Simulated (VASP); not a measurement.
# Ga2GeO3 (Cmmm) in VASP: further runs

Ga2GeO3 is run at these levels: PBE; tasks: single point.

Program: VASP 6.6.1. These are calculated values, not measurements. Logs are shortened: lines on timing, memory, paths and dates and some standing lists are left out, and cuts for length are marked.

### Step 1. The cell of the first run

Symmetry: Cmmm, No. 65, orthorhombic system. Conventional cell: a = 4.543 Å, b = 9.612 Å, c = 3.577 Å, α = 90.00°, β = 90.00°, γ = 90.00°. Ga (site symmetry m2m) has 5 O at 1.92 to 2.33 Å within 2.5 Å. Within 3.0 Å of Ge (site symmetry mmm) lie 6 O at 2.27 Å. Within 2.5 Å of O (site symmetry m2m) lie 3 Ga at 1.92 to 2.27 Å and 2 Ge at 2.27 Å. O (site symmetry mmm) has 2 Ge at 2.27 Å and 4 Ga at 2.33 Å within 3.0 Å.

### Step 2. Single point, PBE

Contents of INCAR:

```
SYSTEM = Ga2GeO3
PREC = Accurate
ENCUT = 520
EDIFF = 1E-7
ISMEAR = 0
SIGMA = 0.1
LREAL = .False.
LASPH = .True.
NELM = 100
ALGO = Normal
ISIF = 2
LWAVE = .False.
LCHARG = .False.
GGA = PE
NBANDS = 38
```

Contents of KPOINTS:

```
regular mesh
0
Gamma
  4 4 6
  0 0 0
```

Contents of POSCAR:

```
Ga2GeO3
1.0
    2.2716028700     -4.8059842600      0.0000000000
    2.2716028700      4.8059842600      0.0000000000
    0.0000000000      0.0000000000      3.5773720000
Ga Ge O
2 1 3
Direct
    0.6549724500      0.3450275500      0.5000000000
    0.3450275500      0.6549724500      0.5000000000
    0.0000000000      0.0000000000      0.0000000000
    0.1453886600      0.8546113400      0.5000000000
    0.8546113400      0.1453886600      0.5000000000
    0.5000000000      0.5000000000      0.0000000000
```

Potentials or basis: VASP PAW PBE potentials, release 64 (Ga_d, Ge_d, O).

Run with:

```sh
cat potpaw_PBE.64/Ga_d/POTCAR potpaw_PBE.64/Ge_d/POTCAR potpaw_PBE.64/O/POTCAR > POTCAR
mpirun -np 1 vasp_std > vasp.out
```

OUTCAR:

```text
SYSTEM = Ga2GeO3
   PREC = Accurate
   ENCUT = 520
   EDIFF = 1E-7
   ISMEAR = 0
   LREAL = .False.
   LASPH = .True.
   NELM = 100
   ISIF = 2
   GGA = PE

 ion  position               nearest neighbor table
   1  0.655  0.345  0.500-   5 1.92   4 2.27   4 2.27   6 2.33   6 2.33   2 2.92   2 2.92
   2  0.345  0.655  0.500-   4 1.92   5 2.27   5 2.27   6 2.33   6 2.33   1 2.92   1 2.92
   3  0.000  0.000  0.000-   4 2.27   5 2.27   4 2.27   5 2.27   6 2.27   6 2.27
   4  0.145  0.855  0.500-   2 1.92   3 2.27   3 2.27   1 2.27   1 2.27
   5  0.855  0.145  0.500-   1 1.92   3 2.27   3 2.27   2 2.27   2 2.27
   6  0.500  0.500  0.000-   3 2.27   3 2.27   1 2.33   1 2.33   2 2.33   2 2.33

  LATTYP: Found a base centered orthorhombic cell.
 ALAT       =     4.5432057400
 B/A-ratio  =     2.1156797799
 C/A-ratio  =     0.7874114017

  Lattice vectors:

 A1 = (   2.2716028700,  -4.8059842600,   0.0000000000)
 A2 = (   2.2716028700,   4.8059842600,   0.0000000000)
 A3 = (   0.0000000000,   0.0000000000,   3.5773720000)

Analysis of symmetry for initial positions (statically):
=====================================================================
 Subroutine PRICEL returns:
 Original cell was already a primitive cell.

 Routine SETGRP: Setting up the symmetry group for a
 base centered orthorhombic supercell.

 Subroutine GETGRP returns: Found  8 space group operations
 (whereof  8 operations were pure point group operations)
 out of a pool of  8 trial point group operations.

The static configuration has the point symmetry D_2h.

Analysis of symmetry for dynamics (positions and initial velocities):
=====================================================================
 Subroutine PRICEL returns:
 Original cell was already a primitive cell.

 Routine SETGRP: Setting up the symmetry group for a
 base centered orthorhombic supercell.

 Subroutine GETGRP returns: Found  8 space group operations
 (whereof  8 operations were pure point group operations)
 out of a pool of  8 trial point group operations.

The dynamic configuration has the point symmetry D_2h.

 Subroutine INISYM returns: Found  8 space group operations
 (whereof  8 operations are pure point group operations),
 and found     1 'primitive' translations

----------------------------------------------------------------------------------------

                                     Primitive cell

  volume of cell :      78.1104

[... 92 lines left out ...]
   LSORBIT =      F    spin-orbit coupling
   LASPH  =      T    aspherical Exc in radial PAW
   ENCUT  =  520.0 eV  38.22 Ry    6.18 a.u.   9.88  9.88  6.65*2*pi/ulx,y,z
   NELM   =    100;   NELMIN=  2; NELMDL= -5     # of ELM steps
   EDIFF  = 0.1E-06   stopping-criterion for ELM
   LREAL  =      F    real-space projection
   EDIFFG = 0.1E-05   stopping-criterion for IOM
   NSW    =      0    number of steps for IOM
   IBRION =     -1    ionic relax: 0-MD 1-quasi-New 2-CG
   NFREE  =      0    steps in history (QN), initial steepest desc. (CG)
   ISIF   =      2    stress and relaxation
   ISYM   =      2    0-nonsym 1-usesym 2-fastsym
   POTIM  = 0.5000    time-step for ionic-motion
   TEBEG  =    0.0;   TEEND  =   0.0 temperature during run
   PSTRESS=    0.0 pullay stress
   NELECT =      58.0000    total number of electrons
   NUPDOWN=      -1.0000    fix difference up-down
   EMIN   =  10.00;   EMAX   =-10.00  energy-range for DOS
   EFERMI =   0.00;   METHOD = LEGACY
   ISMEAR =     0;   SIGMA  =   0.10  broadening in eV -4-tet -1-fermi 0-gaus
   EFERMI_NEDOS =   21; number of points for ismear=-14 and -15
   IALGO  =     38    algorithm
   IMIX   =      4    mixing-type and parameters
     AMIX     =   0.40;   BMIX     =  1.00
     AMIX_MAG =   1.60;   BMIX_MAG =  1.00
  volume/ion in A,a.u.               =      13.02        87.85
  Fermi-wavevector in a.u.,A,eV,Ry     =   1.482454  2.801432 29.901112  2.197670
  Thomas-Fermi vector in A             =   2.596238
   LORBIT       =      0    0 simple, 1 ext, 2 COOP (PROOUT), +10 PAW based schemes
   GGA     = PE    functional components
   LHFCALC =     F    Hartree Fock is set to
   AEXX    =    0.0000 exact exchange contribution
   IVDW    =     0    specifies the selected vdW correction
   LEPSILON=     F    determine dielectric tensor
   LRPA    =     F    only Hartree local field effects (RPA)
 non-spin polarized calculation
 Gauss-broadening in eV      SIGMA  =   0.10
  energy-cutoff  :      520.00
  volume of cell :       78.11
 maximum number of plane-waves:      2130
   NGX = 19   NGY = 19   NGZ = 13

 number of electron      58.0000021 magnetization

 Free energy of the ion-electron system (eV)
  ---------------------------------------------------
  ext. energy  EPLUGINS =         0.00000000
  ---------------------------------------------------
  free energy    TOTEN  =       -29.50935810 eV

  energy without entropy =      -29.49730457  energy(sigma->0) =      -29.50333134

 E-fermi :   6.2746     XC(G=0): -11.1037

 val. band max:        6.2515646802   @ k =  -0.2500   0.2500   0.3333
 cond. band min:       6.2832860362   @ k =   0.2500   0.2500   0.3333
 fundamental gap:      0.0317213560
 Fermi energy:         6.2745940464

 k-point     1 :       0.0000    0.0000    0.0000
  band No.  band energies     occupation
      1     -18.8307      2.00000
      2     -18.8074      2.00000
      3     -18.8007      2.00000
      4     -18.7993      2.00000
      5     -18.7829      2.00000
      6     -14.4231      2.00000
[... 973 lines left out ...]
     37      12.9378      0.00000
     38      13.6349      0.00000

 [... further k-points ...]
[... 5 lines left out ...]
  --------------------------------------------------------------------------------------
  -------------------------------------------------------------------------------------
  Total        5.6177058      5.1430914      3.6924610      0.0000000      0.0000000      0.0000000
  in kB      115.2287158    105.4935661     75.7386662      0.0000000      0.0000000      0.0000000
  external PRESSURE =      98.8203160 kB  Pullay stress =       0.0000000 kB

 VOLUME and BASIS-vectors are now :
 -----------------------------------------------------------------------------
  energy-cutoff  :      520.00
  volume of cell :       78.11
      direct lattice vectors                 reciprocal lattice vectors
     2.271602870 -4.805984260  0.000000000     0.220108896 -0.104036962  0.000000000
     2.271602870  4.805984260  0.000000000     0.220108896  0.104036962  0.000000000
     0.000000000  0.000000000  3.577372000     0.000000000  0.000000000  0.279534809

 POSITION                                       TOTAL-FORCE (eV/Angst)
 -----------------------------------------------------------------------------------
      2.27160     -1.48959      1.78869        -0.000000      1.176673      0.000000
      2.27160      1.48959      1.78869        -0.000000     -1.176673     -0.000000
      0.00000      0.00000      0.00000         0.000000      0.000000      0.000000
      2.27160      3.40851      1.78869        -0.000000     -0.793047      0.000000
      2.27160     -3.40851      1.78869        -0.000000      0.793047      0.000000
      2.27160      0.00000      0.00000        -0.000000      0.000000      0.000000
 -----------------------------------------------------------------------------------
    total drift:                               -0.000000      0.000000      0.000000

  FREE ENERGIE OF THE ION-ELECTRON SYSTEM (eV)
  ---------------------------------------------------
  free  energy   TOTEN  =       -29.5093581028 eV

  energy  without entropy=      -29.4973045705  energy(sigma->0) =      -29.50333134
```

Run time: 91 s. Hardware: 1 thread of Intel Xeon Platinum 8259CL at 2.50GHz (Skylake/Cascade Lake), shared host; peak memory 0.24 GiB.

Results:

| Property | Result |
| --- | --- |
| Free energy | -29.5094 eV |
| Pressure | 9.9 GPa |
| Largest force | 1.177 eV/Å |
| Band gap on the k mesh | zero (band 29 reaches 7.01 eV, above the bottom of band 30 at 5.95 eV) |

Forces in eV/Å, atoms in the order of the input:
```
Ga   0.000  1.177  0.000
Ga   0.000 -1.177  0.000
Ge   0.000  0.000  0.000
O    0.000 -0.793  0.000
O    0.000  0.793  0.000
O    0.000  0.000  0.000
```

Caveat: the k points lie up to 0.38 Å⁻¹ apart; forces of over 1 eV/Å act on the atoms, so gaps and moduli don't describe the material at rest.

[end of part 1 of 2]
